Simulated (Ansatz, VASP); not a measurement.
This is a calculation of Hf for VASP 6.6.1.

The input INCAR:

```
SYSTEM = Hf
PREC = Accurate ; ENCUT = 520
EDIFF = 1E-6 ; ISMEAR = -1
SIGMA = 0.05 ; LREAL = .FALSE.
LASPH = .TRUE. ; NELM = 80
ALGO = Fast ; ISIF = 2
LWAVE = .FALSE. ; LCHARG = .TRUE.
LELF = .TRUE. ; LVHAR = .TRUE.
NBANDS = 11
```

Contents of KPOINTS:

```
Automatic mesh
0
G
  10 10 10
  0 0 0
```

File POSCAR:

```
Hf
1.0
    0.0000000000      2.2347024152      2.2347024152
    2.2347024152      0.0000000000      2.2347024152
    2.2347024152      2.2347024152      0.0000000000
Hf
1
Direct
    0.0000000000      0.0000000000      0.0000000000
```

Potentials or basis: VASP PAW LDA potentials, release 64 (Hf_pv).

Command:

```console
$ cat potpaw_LDA.64/Hf_pv/POTCAR > POTCAR
$ mpirun -np 1 vasp_std > vasp.out
```

Question: Translate it to Ansatz 0.2.0. Potentials there: all-electron LAPW, scalar-relativistic.

Answer: As run (the cutoff follows the program's own potentials):

Contents of input.yaml:

```yaml
crystal:
  lattice:
    - [0.0, 2.2347024152, 2.2347024152]
    - [2.2347024152, 0.0, 2.2347024152]
    - [2.2347024152, 2.2347024152, 0.0]
  atoms:
    - { symbol: Hf, position: [0.0, 0.0, 0.0] }
kpoints:
  mp_grid: { grid: [10, 10, 10] }
scf:
  occupations: { method: fermi_dirac, width: 0.05 }
hamiltonian:
  xc: lda
  pseudopotentials: { kind: all_electron, lapw: { basis_error: 0.001 } }
output:
  forces: true
  stress: true
  eigenvalues: true
```

Potentials or basis: all-electron LAPW, scalar-relativistic.

Launch:

```bash
$ ansatz run input.yaml --threads 1 --pin off --max-ram 3072MiB --backend cpu --events-out ev --progress --plain --runs-dir out
```

Both were run:

|  | VASP | Ansatz | Ansatz less VASP |
| --- | --- | --- | --- |
| gap on the k mesh at the Fermi level (eV) | none | none | - |
| pressure (GPa) | -7.6 | -7.6 | +0.04 |

LDA's correlation is that of Perdew and Zunger in VASP and of Perdew and Wang (1992) in Ansatz. A gap of «none» marks a metal or a gap that the smearing closes. Ansatz ran all-electron here, and VASP with PAW potentials.

Neither program's run includes spin-orbit coupling.
